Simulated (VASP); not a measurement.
A run of VASP 6.6.1:

INCAR

```
SYSTEM = MoS2
ALGO     = Normal         ! electronic algorithm
EDIFF    = 1E-6           ! SCF threshold, eV
ENCUT    = 520            ! plane-wave cutoff, eV
GGA      = PS             ! functional
ISIF     = 2              ! what is computed and relaxed
ISMEAR   = 0              ! smearing method
LASPH    = .True.         ! aspherical terms in the spheres
LCHARG   = .False.        ! write CHGCAR
LREAL    = .False.        ! projectors in reciprocal space
LWAVE    = .False.        ! write WAVECAR
NBANDS   = 35             ! bands
NELM     = 60             ! most SCF steps
PREC     = Accurate       ! precision mode
SIGMA    = 0.02           ! smearing width, eV
```

Contents of KPOINTS:

```
k-points
0
Gamma
  12 12 2
  0 0 0
```

File POSCAR:

```
MoS2
1.0
    3.1413882571      0.0000000000      0.0000000000
   -1.5706941286      2.7205220338      0.0000000000
    0.0000000000      0.0000000000     13.0884922268
Mo S
2 4
Direct
    0.6666666667      0.3333333333      0.2500000000
    0.3333333333      0.6666666667      0.7500000000
    0.6666666667      0.3333333333      0.6308380747
    0.3333333333      0.6666666667      0.3691619253
    0.6666666667      0.3333333333      0.8691619253
    0.3333333333      0.6666666667      0.1308380747
```

Potentials or basis: VASP PAW PBE potentials, release 64 (Mo_sv, S).

Run with:

```sh
$ cat potpaw_PBE.64/Mo_sv/POTCAR potpaw_PBE.64/S/POTCAR > POTCAR
$ mpirun -np 1 vasp_std > vasp.out
```

Hardware: 1 thread of Intel(R) Xeon(R) 6975P-C (Granite Rapids), on a shared host.

Problem. Estimate the wall time of this run.

Solution. Run time: 69 s on 1 thread of Intel(R) Xeon(R) 6975P-C (Granite Rapids), with other jobs on the host, peak memory 0.29 GiB. Counts: scf iterations 15, k points 38.
